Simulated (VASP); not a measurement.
# MgS: single point with HSE06

Crystal: MgS.

```xyz
4
Lattice="4.0346 0.0000 0.0000 -2.0173 3.4941 0.0000 0.0000 0.0000 6.4323" Properties=species:S:1:pos:R:3 pbc="T T T"
S     2.0173    1.1647    5.6556
S     0.0000    2.3294    2.4394
Mg    0.0000    2.3294    6.4050
Mg    2.0173    1.1647    3.1888
```

* Program: VASP 6.6.1
* Task: single point
* Functional: HSE06
* Potentials or basis: VASP PAW PBE potentials, release 64 (S, Mg)
* Cutoff: 520 eV
* k mesh: 6 × 6 × 4
* Occupations: fermi-dirac, width 0.05 eV
* Spin: no spin polarisation
* Dipole correction: no
* Grid for exact exchange (PRECFOCK): Normal
* Further INCAR settings: ALGO = Normal; EDIFF = 1e-06; NBANDS = 16
* Share of exact exchange: 0.25
* Screening parameter: 0.2079 1/Å

```
Pressure               : -0.1 GPa
Largest force          : 0.053 eV/Å
Band gap on the k mesh : 4.48 eV
```

Forces on the atoms (eV/Å):
```
S    0.000  0.000 -0.053
S    0.000  0.000 -0.053
Mg   0.000  0.000  0.053
Mg   0.000  0.000  0.053
```

Stress tensor (GPa, compression positive):
```
-0.07  0.00  0.00
 0.00 -0.07  0.00
 0.00  0.00 -0.28
```

Levels at points of the mesh, in eV from the valence-band top:
| k point | band 4 | band 5 | band 6 | band 7 | band 8 | band 9 | band 10 | band 11 | band 12 | band 13 |
| --- | --- | --- | --- | --- | --- | --- | --- | --- | --- | --- |
| (0.00, 0.00, 0.00) | -0.64 | -0.64 | -0.17 | -0.17 | 0.00 | 4.48 | 5.76 | 8.67 | 8.67 | 9.45 |
| (0.50, 0.00, 0.00) | -2.65 | -2.04 | -1.36 | -1.00 | -0.52 | 5.75 | 6.25 | 6.92 | 8.66 | 9.54 |
| (0.00, 0.00, 0.50) | -2.04 | -0.41 | -0.41 | -0.41 | -0.41 | 6.01 | 6.01 | 8.82 | 8.82 | 8.82 |
| (0.50, 0.00, 0.50) | -3.38 | -0.98 | -0.98 | -0.87 | -0.87 | 5.67 | 5.67 | 7.42 | 7.42 | 10.51 |

It took 22 min on 2 MPI ranks on AMD EPYC 7R43 64-Core Processor (Zen 3), on a shared host, peak memory 0.31 GiB a rank.

Caveat: the PAW data sets were made with another functional, which shifts forces and pressure a little.
